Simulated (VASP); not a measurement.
# Al12O in VASP: relaxation of the atoms with LDA

Aim: the relaxation of the atoms of Al12O with LDA.

Everything below comes from runs of VASP 6.6.1. Logs are shortened: lines on timing, memory, paths and dates and some standing lists are left out, and cuts for length are marked.

## (1) The cell of the first run

The cell holds a slab with vacuum, 13 atoms: a = 5.634 Å, b = 5.634 Å, c = 20.032 Å, α = 90.00°, β = 90.00°, γ = 120.00°.

## (2) Relaxation of the atoms, LDA

INCAR reads:

```
SYSTEM = Al12O
PREC = Accurate
ENCUT = 520
EDIFF = 1E-7
ISMEAR = 0
SIGMA = 0.1
LREAL = .False.
LASPH = .True.
NELM = 80
ALGO = Fast
ISIF = 2
LWAVE = .False.
LCHARG = .False.
LDIPOL = .True.
IDIPOL = 3
DIPOL = 0.5 0.5 0.327
GGA = CA
IBRION = 2
NSW = 36
EDIFFG = -0.025
KPAR = 4
```

KPOINTS reads:

```
regular mesh
0
Gamma
  6 6 1
  0 0 0
```

POSCAR reads:

```
Al12O
1.0
    5.6336864727      0.0000000000      0.0000000000
   -2.8168432363      4.8789156023      0.0000000000
    0.0000000000      0.0000000000     20.0321727095
Al O
12 1
Selective dynamics
Direct
    0.3333333333      0.1666666667      0.1996787896  F F F
    0.3333333333      0.6666666667      0.1996787896  F F F
    0.8333333333      0.1666666667      0.1996787896  F F F
    0.8333333333      0.6666666667      0.1996787896  F F F
    0.1666666667      0.3333333333      0.3128097176  F F F
    0.1666666667      0.8333333333      0.3128097176  F F F
    0.6666666667      0.3333333333      0.3128097176  F F F
    0.6666666667      0.8333333333      0.3128097176  F F F
    0.0000000000      0.0000000000      0.4259234799  F F F
    0.0000000000      0.5000000000      0.4259234799  F F F
    0.5000000000      0.0000000000      0.4259234799  F F F
    0.5000000000      0.5000000000      0.4259234799  F F F
    0.0833333333      0.1666666667      0.4972312640  F F T
```

Potentials or basis: VASP PAW LDA potentials, release 64 (Al, O).

Run with:

```console
$ cat potpaw_LDA.64/Al/POTCAR potpaw_LDA.64/O/POTCAR > POTCAR
$ mpirun -np 4 vasp_std > vasp.out
```

OUTCAR:

```text
SYSTEM = Al12O
   PREC = Accurate
   ENCUT = 520
   EDIFF = 1E-7
   ISMEAR = 0
   LREAL = .False.
   LASPH = .True.
   NELM = 80
   ISIF = 2
   GGA = CA
   IBRION = 2
   NSW = 36
   EDIFFG = -0.025

 ion  position               nearest neighbor table
   1  0.333  0.167  0.200-   5 2.79   6 2.79   7 2.79   2 2.82   2 2.82   3 2.82   3 2.82   4 2.82
                             4 2.82
   2  0.333  0.667  0.200-   6 2.79   5 2.79   8 2.79   1 2.82   1 2.82   4 2.82   4 2.82   3 2.82
                             3 2.82
   3  0.833  0.167  0.200-   7 2.79   8 2.79   5 2.79   4 2.82   4 2.82   1 2.82   1 2.82   2 2.82
                             2 2.82
   4  0.833  0.667  0.200-   8 2.79   7 2.79   6 2.79   3 2.82   3 2.82   2 2.82   2 2.82   1 2.82
                             1 2.82
   5  0.167  0.333  0.313-   9 2.79  12 2.79  10 2.79   1 2.79   2 2.79   3 2.79   6 2.82   6 2.82
                             7 2.82   7 2.82   8 2.82   8 2.82
   6  0.167  0.833  0.313-  10 2.79  11 2.79   9 2.79   2 2.79   1 2.79   4 2.79   5 2.82   5 2.82
                             8 2.82   8 2.82   7 2.82   7 2.82
   7  0.667  0.333  0.313-  11 2.79  10 2.79  12 2.79   3 2.79   4 2.79   1 2.79   8 2.82   8 2.82
                             5 2.82   5 2.82   6 2.82   6 2.82
   8  0.667  0.833  0.313-  12 2.79   9 2.79  11 2.79   4 2.79   3 2.79   2 2.79   7 2.82   7 2.82
                             6 2.82   6 2.82   5 2.82   5 2.82
   9  0.000  0.000  0.426-  13 1.64   5 2.79   8 2.79   6 2.79  10 2.82  10 2.82  11 2.82  11 2.82
                            12 2.82  12 2.82
  10  0.000  0.500  0.426-  13 2.58   6 2.79   7 2.79   5 2.79   9 2.82   9 2.82  12 2.82  12 2.82
                            11 2.82  11 2.82
  11  0.500  0.000  0.426-   7 2.79   6 2.79   8 2.79  12 2.82  12 2.82   9 2.82   9 2.82  10 2.82
                            10 2.82
  12  0.500  0.500  0.426-  13 2.58   8 2.79   5 2.79   7 2.79  11 2.82  11 2.82  10 2.82  10 2.82
                             9 2.82   9 2.82
  13  0.083  0.167  0.497-   9 1.64  10 2.58  12 2.58

  LATTYP: Found a hexagonal cell.
 ALAT       =     5.6336864727
 C/A-ratio  =     3.5557840868

  Lattice vectors:

 A1 = (   5.6336864727,   0.0000000000,   0.0000000000)
 A2 = (  -2.8168432363,   4.8789156023,   0.0000000000)
 A3 = (   0.0000000000,   0.0000000000,  20.0321727095)

Analysis of symmetry for initial positions (statically):
=====================================================================
 Subroutine PRICEL returns:
 Original cell was already a primitive cell.

 Routine SETGRP: Setting up the symmetry group for a
 hexagonal supercell.

 Subroutine GETGRP returns: Found  2 space group operations
 (whereof  2 operations were pure point group operations)
 out of a pool of 24 trial point group operations.

The static configuration has the point symmetry C_1h.

Analysis of symmetry for dynamics (positions and initial velocities):
=====================================================================
 Subroutine PRICEL returns:
 Original cell was already a primitive cell.

 Routine SETGRP: Setting up the symmetry group for a
 hexagonal supercell.

 Subroutine GETGRP returns: Found  2 space group operations
 (whereof  2 operations were pure point group operations)
 out of a pool of 24 trial point group operations.

The dynamic configuration has the point symmetry C_1h.

Analysis of constrained symmetry for selective dynamics:
=====================================================================
 Subroutine PRICEL returns:
 Original cell was already a primitive cell.

 Routine SETGRP: Setting up the symmetry group for a
 hexagonal supercell.

 Subroutine GETGRP returns: Found  2 space group operations
 (whereof  2 operations were pure point group operations)
 out of a pool of 24 trial point group operations.

The constrained configuration has the point symmetry C_1h.

 Subroutine INISYM returns: Found  2 space group operations
 (whereof  2 operations are pure point group operations),
 and found     1 'primitive' translations

----------------------------------------------------------------------------------------

                                     Primitive cell

  volume of cell :     550.6099

  direct lattice vectors                    reciprocal lattice vectors
     5.633686473  0.000000000  0.000000000     0.177503666  0.102481789  0.000000000
[... 60 lines left out ...]

 Found     13 irreducible k-points:

 Following reciprocal coordinates:
            Coordinates               Weight
  0.000000  0.000000  0.000000      1.000000
  0.166667 -0.000000  0.000000      4.000000
  0.000000  0.166667  0.000000      2.000000
  0.333333 -0.000000  0.000000      4.000000
  0.000000  0.333333  0.000000      2.000000
  0.500000 -0.000000  0.000000      2.000000
  0.000000  0.500000  0.000000      1.000000
  0.166667  0.166667  0.000000      4.000000
 -0.333333  0.166667  0.000000      2.000000
  0.333333  0.166667  0.000000      4.000000
 -0.166667  0.500000  0.000000      4.000000
  0.500000  0.333333  0.000000      4.000000
  0.333333  0.333333  0.000000      2.000000
   k-points           NKPTS =     13   k-points in BZ     NKDIM =     13   number of bands    NBANDS=     28
   number of dos      NEDOS =    301   number of ions     NIONS =     13
   total plane-waves  NPLWV = 264600
   dimension x,y,z NGX =    42 NGY =   42 NGZ =  150
   dimension x,y,z NGXF=    84 NGYF=   84 NGZF=  300
   ions per type =              12   1
   NGX,Y,Z   is equivalent  to a cutoff of  12.39, 12.39, 12.45 a.u.
   NGXF,Y,Z  is equivalent  to a cutoff of  24.79, 24.79, 24.90 a.u.
 SYSTEM =  Al12O
   PREC   = accura    normal or accurate (medium, high low for compatibility)
   ISTART =      0    job   : 0-new  1-cont  2-samecut
   ICHARG =      2    charge: 1-file 2-atom 10-const
   ISPIN  =      1    spin polarized calculation?
   LNONCOLLINEAR =      F non collinear calculations
   LSORBIT =      F    spin-orbit coupling
   LASPH  =      T    aspherical Exc in radial PAW
   ENCUT  =  520.0 eV  38.22 Ry    6.18 a.u.  10.47 10.47 37.25*2*pi/ulx,y,z
   NELM   =     80;   NELMIN=  2; NELMDL= -5     # of ELM steps
   EDIFF  = 0.1E-06   stopping-criterion for ELM
   LREAL  =      F    real-space projection
   EDIFFG = -.3E-01   stopping-criterion for IOM
   NSW    =     36    number of steps for IOM
   IBRION =      2    ionic relax: 0-MD 1-quasi-New 2-CG
   NFREE  =      1    steps in history (QN), initial steepest desc. (CG)
   ISIF   =      2    stress and relaxation
   ISYM   =      2    0-nonsym 1-usesym 2-fastsym
   POTIM  = 0.5000    time-step for ionic-motion
   TEBEG  =    0.0;   TEEND  =   0.0 temperature during run
   PSTRESS=    0.0 pullay stress
   NELECT =      42.0000    total number of electrons
   NUPDOWN=      -1.0000    fix difference up-down
   EMIN   =  10.00;   EMAX   =-10.00  energy-range for DOS
   EFERMI =   0.00;   METHOD = LEGACY
   ISMEAR =     0;   SIGMA  =   0.10  broadening in eV -4-tet -1-fermi 0-gaus
   EFERMI_NEDOS =   21; number of points for ismear=-14 and -15
   IALGO  =     68    algorithm
   IMIX   =      4    mixing-type and parameters
     AMIX     =   0.40;   BMIX     =  1.00
     AMIX_MAG =   1.60;   BMIX_MAG =  1.00
  volume/ion in A,a.u.               =      42.35       285.82
  Fermi-wavevector in a.u.,A,eV,Ry     =   0.694294  1.312025  6.558604  0.482044
  Thomas-Fermi vector in A             =   1.776747
   LORBIT       =      0    0 simple, 1 ext, 2 COOP (PROOUT), +10 PAW based schemes
   GGA     = CA    functional components
   LHFCALC =     F    Hartree Fock is set to
   AEXX    =    0.0000 exact exchange contribution
   IVDW    =     0    specifies the selected vdW correction
   LEPSILON=     F    determine dielectric tensor
   LRPA    =     F    only Hartree local field effects (RPA)
 conjugate gradient relaxation of ions
 non-spin polarized calculation
 RMM-DIIS sequential band-by-band and
 Gauss-broadening in eV      SIGMA  =   0.10
  energy-cutoff  :      520.00
  volume of cell :      550.61
 maximum number of plane-waves:     14919
 NGX is ok and might be reduce to    42
   NGX = 21   NGY = 21   NGZ = 75

 dipolmoment           0.000000      0.000000     -0.044575 electrons x Angstroem

--------------------------------------- Ionic step        1  -------------------------------------------

 number of electron      42.0000002 magnetization

 Free energy of the ion-electron system (eV)
  ---------------------------------------------------
  ext. energy  EPLUGINS =         0.00000000
  ---------------------------------------------------
  free energy    TOTEN  =       -54.72384736 eV

  energy without entropy =      -54.70262264  energy(sigma->0) =      -54.71323500

------------------------ aborting loop because EDIFF is reached ----------------------------------------

  FORCE on cell =-STRESS in cart. coord.  units (eV):
  Direction    XX          YY          ZZ          XY          YZ          ZX
  --------------------------------------------------------------------------------------
  -------------------------------------------------------------------------------------
  Total       -3.7971961     -3.5005070      2.0052039     -0.0000000      2.8391222      0.0000000
  in kB      -11.0491680    -10.1858552      5.8347881     -0.0000000      8.2613425      0.0000000
  external PRESSURE =      -5.1334117 kB  Pullay stress =       0.0000000 kB
[... 81 lines left out ...]
--------------------------------------- Ionic step        3  -------------------------------------------

 number of electron      42.0000004 magnetization

 dipolmoment           0.000000      0.000000      0.263635 electrons x Angstroem

 Free energy of the ion-electron system (eV)
  ---------------------------------------------------
  ext. energy  EPLUGINS =         0.00000000
  ---------------------------------------------------
  free energy    TOTEN  =       -54.72541333 eV

  energy without entropy =      -54.70429772  energy(sigma->0) =      -54.71485552

 E-fermi :  -0.2632     XC(G=0):  -4.6462

 val. band max:       -0.3988905396   @ k =   0.0000   0.0000   0.0000
 cond. band min:      -0.2477948565   @ k =   0.0000   0.5000   0.0000
 fundamental gap:      0.1510956831
 Fermi energy:        -0.2631816253

 k-point     1 :       0.0000    0.0000    0.0000
  band No.  band energies     occupation
      1     -17.5078      2.00000
      2     -11.0928      2.00000
      3      -9.2248      2.00000
      4      -6.3430      2.00000
      5      -5.2298      2.00000
      6      -5.2294      2.00000
[... 392 lines left out ...]
     27       2.2371      0.00000
     28       2.4360      0.00000

------------------------ aborting loop because EDIFF is reached ----------------------------------------

 vacuum level on the upper side and lower side of the slab       (xc-potential included)         0.835        -0.855

  FORCE on cell =-STRESS in cart. coord.  units (eV):
  Direction    XX          YY          ZZ          XY          YZ          ZX
  --------------------------------------------------------------------------------------
  -------------------------------------------------------------------------------------
  Total       -3.8201690     -3.6358569      1.6013969     -0.0000000      2.6318178      0.0000000
  in kB      -11.1160151    -10.5796993      4.6597812     -0.0000000      7.6581236      0.0000000
  external PRESSURE =      -5.6786444 kB  Pullay stress =       0.0000000 kB
[... 28 lines left out ...]
  FREE ENERGIE OF THE ION-ELECTRON SYSTEM (eV)
  ---------------------------------------------------
  free  energy   TOTEN  =       -54.7254133281 eV

  energy  without entropy=      -54.7042977157  energy(sigma->0) =      -54.71485552

 reached required accuracy - stopping structural energy minimisation

 vacuum level on the upper side and lower side of the slab         5.578         3.844
```

Run time: 7 min. Hardware: 4 MPI ranks of Oxide Virtual Turin-like, shared host; peak memory 0.53 GiB.

Results:

- Free energy: -54.7254 eV
- Energy gained by relaxing: 0.1 meV/atom
- Ionic steps: 3
- Band gap on the k mesh: zero (bands 21 and 22 overlap by 0.64 eV)

The path:
```
step  energy change (eV)  largest force on free atoms (eV/Å)  pressure (GPa)
   1              0.0000                              0.2871           -0.51
   2             -0.0015                              0.0721           -0.58
   3             -0.0016                              0.0002           -0.57
```

Final structure:
```yaml
crystal:
  lattice:
    - [5.63369, 0.00000, 0.00000]
    - [-2.81684, 4.87892, 0.00000]
    - [0.00000, 0.00000, 20.03217]
  atoms:
    - { symbol: Al, position: [0.33333, 0.16667, 0.19968] }
    - { symbol: Al, position: [0.33333, 0.66667, 0.19968] }
    - { symbol: Al, position: [0.83333, 0.16667, 0.19968] }
    - { symbol: Al, position: [0.83333, 0.66667, 0.19968] }
    - { symbol: Al, position: [0.16667, 0.33333, 0.31281] }
    - { symbol: Al, position: [0.16667, 0.83333, 0.31281] }
    - { symbol: Al, position: [0.66667, 0.33333, 0.31281] }
    - { symbol: Al, position: [0.66667, 0.83333, 0.31281] }
    - { symbol: Al, position: [0.00000, 0.00000, 0.42592] }
    - { symbol: Al, position: [0.00000, 0.50000, 0.42592] }
    - { symbol: Al, position: [0.50000, 0.00000, 0.42592] }
    - { symbol: Al, position: [0.50000, 0.50000, 0.42592] }
    - { symbol: O, position: [0.08333, 0.16667, 0.49778] }
```

The gap in the log of VASP goes by the Fermi energy; the results here count the filled bands.